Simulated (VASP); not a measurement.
Os:

```xyz
1
Lattice="-1.5488 1.5488 1.5488 1.5488 -1.5488 1.5488 1.5488 1.5488 -1.5488" Properties=species:S:1:pos:R:3 pbc="T T T"
Os    0.0000    0.0000    0.0000
```

This cell differs from its parent crystal: volume scaled by 0.96.

Base run:

- Program: VASP 6.6.1
- Functional: BLYP
- Potentials or basis: VASP PAW PBE potentials, release 64 (Os_sv_GW)
- Cutoff: 500 eV
- k mesh: 16 × 16 × 16
- Occupations: fermi-dirac, width 0.1 eV
- Spin: no spin polarisation

Its results: band gap on the k mesh zero (band 8 reaches 15.81 eV, above the bottom of band 9 at 11.54 eV); pressure 12.8 GPa.

Q: The run is repeated on the same cell with these changes: potentials or basis from VASP PAW PBE potentials, release 64 (Os_sv_GW) to VASP PAW PBE potentials, release 64 (Os); cutoff from 500 eV to 520 eV; further incar settings from ALGO = Normal; EDIFF = 1e-06; NBANDS = 14 to ALGO = Normal; EDIFF = 1e-06; NBANDS = 10; valence electrons from 16 to 8. What comes out?

A: Band gap on the k mesh zero (band 4 reaches 11.74 eV, above the bottom of band 5 at 7.48 eV); pressure 16.7 GPa.

Caveats: the PAW data sets were made with another functional, which shifts forces and pressure a little; spin-orbit coupling is left out, which moves the levels of the heavy elements.
